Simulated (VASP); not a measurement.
# CoO (R3m) in VASP: notebook

CoO is run at these levels: LDA, PBEsol+D4+U, PBEsol, PBE+D3(BJ)+U; tasks: density of states, single point, vibrations by perturbation theory.

All numbers are computed with VASP 6.6.1; they aren't measurements. Logs are shortened: lines on timing, memory, paths and dates and some standing lists are left out, and cuts for length are marked.

## Step 1: The cell of the first run

The structure is trigonal, space group R3m (No. 160). The conventional cell has a = 3.204 Å, b = 3.204 Å, c = 7.699 Å, α = 90.00°, β = 90.00°, γ = 120.00°. Co (site symmetry 3m) has 4 O at 1.91 to 1.96 Å within 2.5 Å. Within 2.5 Å of O (site symmetry 3m) lie 4 Co at 1.91 to 1.96 Å.

## Step 2: Density of states, LDA, collinear spin, ferromagnetic start

POSCAR

```
CoO
1.0
    1.6022198417      0.9250420569      2.5664708903
   -1.6022198417      0.9250420569      2.5664708903
    0.0000000000     -1.8500841138      2.5664708903
Co O
1 1
Direct
    0.9989783200      0.9989783200      0.9989783200
    0.7510210300      0.7510210300      0.7510210300
```

INCAR.step1

```
SYSTEM = CoO
PREC = Accurate
ENCUT = 520
EDIFF = 1E-7
ISMEAR = -1
SIGMA = 0.05
LREAL = .FALSE.
LASPH = .TRUE.
NELM = 150
ALGO = Normal
ISIF = 2
LWAVE = .FALSE.
LCHARG = .TRUE.
ISPIN = 2
MAGMOM = 2 0
LMAXMIX = 4
GGA = CA
NBANDS = 18
```

KPOINTS.step1

```
regular mesh
0
G
  6 6 6
  0 0 0
```

INCAR.step2

```
SYSTEM = CoO
PREC = Accurate
ENCUT = 520
EDIFF = 1E-7
ISMEAR = -5
SIGMA = 0.05
LREAL = .FALSE.
LASPH = .TRUE.
NELM = 150
ALGO = Normal
ISIF = 2
LWAVE = .FALSE.
LCHARG = .FALSE.
ISPIN = 2
MAGMOM = 2 0
LORBIT = 11
LMAXMIX = 4
GGA = CA
NEDOS = 1001
ICHARG = 11
```

KPOINTS.step2

```
regular mesh
0
G
  9 9 9
  0 0 0
```

Potentials or basis: VASP PAW LDA potentials, release 64 (Co, O).

The run is started by

```console
$ cat potpaw_LDA.64/Co/POTCAR potpaw_LDA.64/O/POTCAR > POTCAR
$ cp INCAR.step1 INCAR
$ cp KPOINTS.step1 KPOINTS
$ mpirun -np 1 vasp_std > vasp.out
$ cp INCAR.step2 INCAR
$ cp KPOINTS.step2 KPOINTS
$ mpirun -np 1 vasp_std > vasp.out
```

OUTCAR:

```text
SYSTEM = CoO
   PREC = Accurate
   ENCUT = 520
   EDIFF = 1E-7
   ISMEAR = -5
   LREAL = .FALSE.
   LASPH = .TRUE.
   NELM = 150
   ISIF = 2
   ISPIN = 2
   LORBIT = 11
   GGA = CA
   ICHARG = 11

 ion  position               nearest neighbor table
   1  0.999  0.999  0.999-   2 1.91   2 1.96   2 1.96   2 1.96
   2  0.751  0.751  0.751-   1 1.91   1 1.96   1 1.96   1 1.96

  LATTYP: Found a trigonal (rhomboedric) cell.
 ALAT       =     3.1637926700
 COS(alpha) =     0.4870699110

  Lattice vectors:

 A1 = (   1.6022198417,   0.9250420569,   2.5664708903)
 A2 = (  -1.6022198417,   0.9250420569,   2.5664708903)
 A3 = (   0.0000000000,  -1.8500841138,   2.5664708903)

Analysis of symmetry for initial positions (statically):
=====================================================================
 Subroutine PRICEL returns:
 Original cell was already a primitive cell.

 Routine SETGRP: Setting up the symmetry group for a
 trigonal (rhombohedral) supercell.

 Subroutine GETGRP returns: Found  6 space group operations
 (whereof  6 operations were pure point group operations)
 out of a pool of 12 trial point group operations.

The static configuration has the point symmetry C_3v.

Analysis of symmetry for dynamics (positions and initial velocities):
=====================================================================
 Subroutine PRICEL returns:
 Original cell was already a primitive cell.

 Routine SETGRP: Setting up the symmetry group for a
 trigonal (rhombohedral) supercell.

 Subroutine GETGRP returns: Found  6 space group operations
 (whereof  6 operations were pure point group operations)
 out of a pool of 12 trial point group operations.

The dynamic configuration has the point symmetry C_3v.

Analysis of structural, dynamic, and magnetic symmetry:
=====================================================================
 Subroutine PRICEL returns:
 Original cell was already a primitive cell.

 Routine SETGRP: Setting up the symmetry group for a
 trigonal (rhombohedral) supercell.

 Subroutine GETGRP returns: Found  6 space group operations
 (whereof  6 operations were pure point group operations)
 out of a pool of 12 trial point group operations.

The overall configuration has the point symmetry C_3v.

 Subroutine INISYM returns: Found  6 space group operations
 (whereof  6 operations are pure point group operations),
 and found     1 'primitive' translations

----------------------------------------------------------------------------------------

                                     Primitive cell

  volume of cell :      22.8229

  direct lattice vectors                    reciprocal lattice vectors
     1.602219842  0.925042057  2.566470890     0.312067038  0.180171988  0.129880037
    -1.602219842  0.925042057  2.566470890    -0.312067038  0.180171988  0.129880037
     0.000000000 -1.850084114  2.566470890     0.000000000 -0.360343977  0.129880037

  length of vectors
     3.163792670  3.163792670  3.163792670     0.383036037  0.383036037  0.383036037

  position of ions in fractional coordinates (direct lattice)
     0.998978320  0.998978320  0.998978320
     0.751021030  0.751021030  0.751021030

  ion indices of the primitive-cell ions
   primitive index   ion index
                 1           1
                 2           2

----------------------------------------------------------------------------------------

 KPOINTS: regular mesh

Automatic generation of k-mesh.
 Grid dimensions read from file:
 generate k-points for:    9    9    9

 Generating k-lattice:

  Cartesian coordinates                     Fractional coordinates (reciprocal lattice)
     0.034674115  0.020019110  0.014431115     0.111111111  0.000000000  0.000000000
    -0.034674115  0.020019110  0.014431115     0.000000000  0.111111111  0.000000000
     0.000000000 -0.040038220  0.014431115     0.000000000  0.000000000  0.111111111

  Length of vectors
     0.042559560  0.042559560  0.042559560

  Shift w.r.t. Gamma in fractional coordinates (k-lattice)
     0.000000000  0.000000000  0.000000000

 TETIRR: Found    369 inequivalent tetrahedra from     4374

 Subroutine IBZKPT returns following result:
 ===========================================

 Found     85 irreducible k-points:

 Following reciprocal coordinates:
            Coordinates               Weight
  0.000000  0.000000  0.000000      1.000000
  0.111111  0.000000 -0.000000      6.000000
  0.222222 -0.000000 -0.000000      6.000000
  0.333333  0.000000  0.000000      6.000000
  0.444444 -0.000000 -0.000000      6.000000
  0.111111  0.111111 -0.000000      6.000000
[... 16 lines left out ...]
 -0.333333  0.333333  0.000000      6.000000
  0.444444  0.444444 -0.000000      6.000000
 [... further k-points ...]
   k-points           NKPTS =     85   k-points in BZ     NKDIM =     85   number of bands    NBANDS=     12
   number of dos      NEDOS =   1001   number of ions     NIONS =      2
   total plane-waves  NPLWV =  13824
   dimension x,y,z NGX =    24 NGY =   24 NGZ =   24
   dimension x,y,z NGXF=    48 NGYF=   48 NGZF=   48
   ions per type =               1   1
   NGX,Y,Z   is equivalent  to a cutoff of  12.61, 12.61, 12.61 a.u.
   NGXF,Y,Z  is equivalent  to a cutoff of  25.22, 25.22, 25.22 a.u.
 SYSTEM =  CoO
   PREC   = accura    normal or accurate (medium, high low for compatibility)
   ISTART =      0    job   : 0-new  1-cont  2-samecut
   ICHARG =     11    charge: 1-file 2-atom 10-const
   ISPIN  =      2    spin polarized calculation?
   LNONCOLLINEAR =      F non collinear calculations
   LSORBIT =      F    spin-orbit coupling
   LASPH  =      T    aspherical Exc in radial PAW
   ENCUT  =  520.0 eV  38.22 Ry    6.18 a.u.   5.88  5.88  5.88*2*pi/ulx,y,z
   NELM   =    150;   NELMIN=  2; NELMDL=  0     # of ELM steps
   EDIFF  = 0.1E-06   stopping-criterion for ELM
   LREAL  =      F    real-space projection
   EDIFFG = 0.1E-05   stopping-criterion for IOM
   NSW    =      0    number of steps for IOM
   IBRION =     -1    ionic relax: 0-MD 1-quasi-New 2-CG
   NFREE  =      0    steps in history (QN), initial steepest desc. (CG)
   ISIF   =      2    stress and relaxation
   ISYM   =      2    0-nonsym 1-usesym 2-fastsym
   POTIM  = 0.5000    time-step for ionic-motion
   TEBEG  =    0.0;   TEEND  =   0.0 temperature during run
   PSTRESS=    0.0 pullay stress
   NELECT =      15.0000    total number of electrons
   NUPDOWN=      -1.0000    fix difference up-down
   EMIN   =  10.00;   EMAX   =-10.00  energy-range for DOS
   EFERMI =   0.00;   METHOD = LEGACY
   ISMEAR =    -5;   SIGMA  =   0.05  broadening in eV -4-tet -1-fermi 0-gaus
   EFERMI_NEDOS =   21; number of points for ismear=-14 and -15
   IALGO  =     38    algorithm
   IMIX   =      4    mixing-type and parameters
     AMIX     =   0.40;   BMIX     =  1.00
     AMIX_MAG =   1.60;   BMIX_MAG =  1.00
  volume/ion in A,a.u.               =      11.41        77.01
  Fermi-wavevector in a.u.,A,eV,Ry     =   1.423360  2.689761 27.564786  2.025955
  Thomas-Fermi vector in A             =   2.543966
   LORBIT       =     11    0 simple, 1 ext, 2 COOP (PROOUT), +10 PAW based schemes
   GGA     = CA    functional components
   LHFCALC =     F    Hartree Fock is set to
   AEXX    =    0.0000 exact exchange contribution
   IVDW    =     0    specifies the selected vdW correction
   LEPSILON=     F    determine dielectric tensor
   LRPA    =     F    only Hartree local field effects (RPA)
 spin polarized calculation
 Fermi weights with tetrahedron method with Bloechl corrections
  energy-cutoff  :      520.00
  volume of cell :       22.82
 maximum number of plane-waves:       624

 number of electron      15.0000011 magnetization       2.4984749

 Free energy of the ion-electron system (eV)
  ---------------------------------------------------
  ext. energy  EPLUGINS =         0.00000000
  ---------------------------------------------------
  free energy    TOTEN  =       -14.95548451 eV

  energy without entropy =      -14.95548451  energy(sigma->0) =      -14.95548451

 E-fermi :   5.6182     XC(G=0): -11.7419

 val. band max:        5.6691865891   @ k =   0.1111   0.1111  -0.0000
 cond. band min:       5.6194777585   @ k =  -0.3333   0.3333   0.2222
 fundamental gap:     -0.0497088307
 Fermi energy:         5.6182105784

 spin component 1

 k-point     1 :       0.0000    0.0000    0.0000
  band No.  band energies     occupation
      1     -14.1416      1.00000
      2      -0.4970      1.00000
      3      -0.4363      1.00000
      4      -0.4363      1.00000
      5       3.4779      1.00000
      6       3.4779      1.00000
      7       5.8529     -0.39242
      8       6.1053      0.00000
      9       6.1053      0.00000
     10       6.2486      0.00000
     11      19.5195      0.00000
     12      19.5195      0.00000

 k-point     2 :       0.1111    0.0000   -0.0000
  band No.  band energies     occupation
      1     -14.0685      1.00000
      2      -0.6329      1.00000
      3      -0.4416      1.00000
      4      -0.3951      1.00000
      5       3.4542      1.00000
      6       3.4569      1.00000
      7       5.5564      0.88572
      8       6.0394      0.00000
      9       6.1464      0.00000
     10       6.6716      0.00000
     11      18.3965      0.00000
     12      19.6345      0.00000
[... 301 lines left out ...]
 k-point    23 :      -0.3333    0.3333    0.0000
  band No.  band energies     occupation
      1     -13.3432      1.00000
      2      -0.9064      1.00000
      3      -0.3746      1.00000
      4       0.1245      1.00000
      5       2.7737      1.00000
      6       3.4359      1.00000
      7       3.8934      1.00000
      8       4.3447      1.00000
      9       5.0193      1.00000
     10      12.5405      0.00000
     11      14.1072      0.00000
     12      15.5401      0.00000

 k-point    24 :       0.4444    0.4444   -0.0000
  band No.  band energies     occupation
      1     -13.3127      1.00000
      2      -1.5449      1.00000
      3       0.3037      1.00000
      4       0.3707      1.00000
      5       2.7578      1.00000
      6       3.7904      1.00000
      7       4.1607      1.00000
      8       4.2473      1.00000
      9       4.3063      1.00000
     10      10.7885      0.00000
     11      15.6108      0.00000
     12      16.6796      0.00000

 [... further k-points ...]

 spin component 2

 k-point     1 :       0.0000    0.0000    0.0000
  band No.  band energies     occupation
      1     -13.6769      1.00000
      2       0.4422      1.00000
      3       0.5176      1.00000
      4       0.5176      1.00000
      5       5.1867      1.00000
      6       5.1867      1.00000
      7       6.2492      0.00000
      8       7.8729      0.00000
      9       7.8729      0.00000
     10       7.9708      0.00000
     11      19.9428      0.00000
     12      19.9429      0.00000

 k-point     2 :       0.1111    0.0000   -0.0000
  band No.  band energies     occupation
      1     -13.6012      1.00000
      2       0.2391      1.00000
      3       0.4910      1.00000
      4       0.5501      1.00000
      5       5.1636      1.00000
      6       5.1651      1.00000
      7       6.6857      0.00000
      8       7.7580      0.00000
      9       7.8121      0.00000
     10       7.8948      0.00000
     11      18.8001      0.00000
     12      20.0719      0.00000
[... 301 lines left out ...]
 k-point    23 :      -0.3333    0.3333    0.0000
  band No.  band energies     occupation
      1     -12.8444      1.00000
      2      -0.2996      1.00000
      3       0.0995      1.00000
      4       0.8998      1.00000
      5       4.6116      1.00000
      6       5.2454      1.00000
      7       5.7502     -0.17585
      8       6.2458      0.00000
      9       6.8264      0.00000
     10      13.2727      0.00000
     11      14.5571      0.00000
     12      16.1048      0.00000

 k-point    24 :       0.4444    0.4444   -0.0000
  band No.  band energies     occupation
      1     -12.8130      1.00000
      2      -0.9934      1.00000
      3       0.9925      1.00000
      4       1.0362      1.00000
      5       4.4796      1.00000
      6       5.5597      1.00000
      7       5.8212     -0.13308
      8       6.1943      0.00000
      9       6.2785      0.00000
     10      11.5456      0.00000
     11      16.2021      0.00000
     12      17.2150      0.00000

 [... further k-points ...]
[... 5 lines left out ...]
  --------------------------------------------------------------------------------------
  -------------------------------------------------------------------------------------
  Total       -2.5789107     -2.5789107     -1.9572212      0.0000000     -0.0000000      0.0000000
  in kB     -181.0404889   -181.0404889   -137.3976568      0.0000000     -0.0000000      0.0000000
  external PRESSURE =    -166.4928782 kB  Pullay stress =       0.0000000 kB

 VOLUME and BASIS-vectors are now :
 -----------------------------------------------------------------------------
  energy-cutoff  :      520.00
  volume of cell :       22.82
      direct lattice vectors                 reciprocal lattice vectors
     1.602219842  0.925042057  2.566470890     0.312067038  0.180171988  0.129880037
    -1.602219842  0.925042057  2.566470890    -0.312067038  0.180171988  0.129880037
     0.000000000 -1.850084114  2.566470890     0.000000000 -0.360343977  0.129880037

 POSITION                                       TOTAL-FORCE (eV/Angst)
 -----------------------------------------------------------------------------------
      0.00000      0.00000      7.69155         0.000000     -0.000000      0.194625
      0.00000      0.00000      5.78242         0.000000      0.000000     -0.194625
 -----------------------------------------------------------------------------------
    total drift:                                0.000000     -0.000000     -0.001797

  FREE ENERGIE OF THE ION-ELECTRON SYSTEM (eV)
  ---------------------------------------------------
  free  energy   TOTEN  =       -14.9554845116 eV

  energy  without entropy=      -14.9554845116  energy(sigma->0) =      -14.95548451

 total charge

# of ion       s       p       d       tot
------------------------------------------
    1        0.347   0.452   7.232   8.031
    2        1.542   3.399   0.000   4.941
--------------------------------------------------
tot          1.889   3.851   7.232  12.972

 magnetization (x)

# of ion       s       p       d       tot
------------------------------------------
    1        0.015   0.048   2.118   2.180
    2        0.019   0.257   0.000   0.275
--------------------------------------------------
tot          0.034   0.304   2.118   2.456
```

Wall time 2.1 min (1 thread of AMD EPYC 7R13, shared host); peak memory 0.13 GiB.

What came out:

- Net moment: 2.50 μB per cell
- Site moments: Co +2.18; O +0.28 μB
- Valence electrons inside the program's atomic spheres: Co 8.03; O 4.94

Caveat: the k points lie up to 0.40 Å⁻¹ apart; a cell with one magnetic atom can't hold antiferromagnetic order, which such compounds often take; semilocal functionals often make such compounds metallic where correlation or magnetic order opens a gap, which also shifts bond lengths; tetrahedron occupations give inexact forces and stress in metals.

## Step 3: Single point, PBEsol+D4+U, collinear spin, ferromagnetic start

INCAR

```
SYSTEM = CoO
ALGO = Normal
EDIFF = 1E-6
ENCUT = 520
GGA = PS
ISIF = 2
ISMEAR = 0
ISPIN = 2
IVDW = 13
LASPH = .TRUE.
LCHARG = .TRUE.
LDAU = .TRUE.
LDAUJ = 0 0
LDAUL = 2 -1
LDAUPRINT = 1
LDAUTYPE = 2
LDAUU = 7 0
LELF = .TRUE.
LMAXMIX = 4
LORBIT = 11
LREAL = .FALSE.
LVHAR = .TRUE.
LWAVE = .FALSE.
MAGMOM = 2 0
NBANDS = 18
NELM = 150
PREC = Accurate
SIGMA = 0.02
```

KPOINTS

```
k-points
0
G
  10 10 10
  0 0 0
```

POSCAR is that of step 2.

Potentials or basis: VASP PAW PBE potentials, release 64 (Co, O).

The run is started by

```console
$ cat potpaw_PBE.64/Co/POTCAR potpaw_PBE.64/O/POTCAR > POTCAR
$ mpirun -np 1 vasp_std > vasp.out
```

It took 64 s on 1 thread of Intel Xeon Platinum 8375C at 2.90GHz (Ice Lake), shared host; peak memory 0.2 GiB.

The run converged. Its results:

- Free energy: -12.3246 eV
- Pressure: 4.2 GPa
- Largest force: 0.419 eV/Å
- Band gap on the k mesh: 1.06 eV, direct
- Net moment: 3.00 μB per cell
- Site moments: Co +2.84; O +0.11 μB
- Valence electrons inside the program's atomic spheres: Co 8.07; O 5.04
- Dispersion energy per atom: -0.136 eV

Forces on the atoms (eV/Å):
```
Co   0.000  0.000  0.419
O    0.000  0.000 -0.419
```

Stress tensor (GPa, compression positive):
```
1.78 0.00 0.00
0.00 1.78 0.00
0.00 0.00 9.09
```

Levels at points of the mesh, in eV from the valence-band top:
Spin up:
```
           k point  band 5  band 6  band 7  band 8  band 9  band 10  band 11  band 12  band 13  band 14
(0.00, 0.00, 0.00)   -4.65   -4.65   -0.09   -0.09    0.00     1.06    14.77    14.77    15.34    19.44
(0.50, 0.00, 0.00)   -4.93   -4.70   -4.68   -0.78   -0.78     6.55     7.70    13.57    13.88    17.87
(0.50, 0.50, 0.00)   -5.76   -4.38   -2.73   -2.52   -2.32     5.13    10.85    11.26    14.90    15.15
(0.50, 0.50, 0.50)   -5.08   -4.74   -4.74   -0.91   -0.91     6.49     7.91    13.46    13.46    17.65
```
Spin down:
| k point | band 2 | band 3 | band 4 | band 5 | band 6 | band 7 | band 8 | band 9 | band 10 | band 11 |
| --- | --- | --- | --- | --- | --- | --- | --- | --- | --- | --- |
| (0.00, 0.00, 0.00) | -2.94 | -2.94 | -2.92 | -2.83 | -2.83 | 1.73 | 5.87 | 5.87 | 5.92 | 15.37 |
| (0.50, 0.00, 0.00) | -5.31 | -3.99 | -3.89 | -1.65 | -1.54 | 3.78 | 5.09 | 5.09 | 7.19 | 9.26 |
| (0.50, 0.50, 0.00) | -6.20 | -3.01 | -2.98 | -2.56 | -1.43 | 2.10 | 4.63 | 4.63 | 8.30 | 11.20 |
| (0.50, 0.50, 0.50) | -5.26 | -4.01 | -4.01 | -1.48 | -1.48 | 3.55 | 5.00 | 5.00 | 7.15 | 9.68 |

Eigenvalues of the final occupation matrices:
```tsv
site	spin	trace	eigenvalues
site 1 d	1	5.01	0.99 0.99 1.01 1.01 1.02
site 1 d	2	2.24	0.09 0.09 0.10 0.98 0.98
```

Caveat: the PAW data sets were made with another functional, which shifts forces and pressure a little; a cell with one magnetic atom can't hold antiferromagnetic order, which such compounds often take.

[end of part 1 of 2]
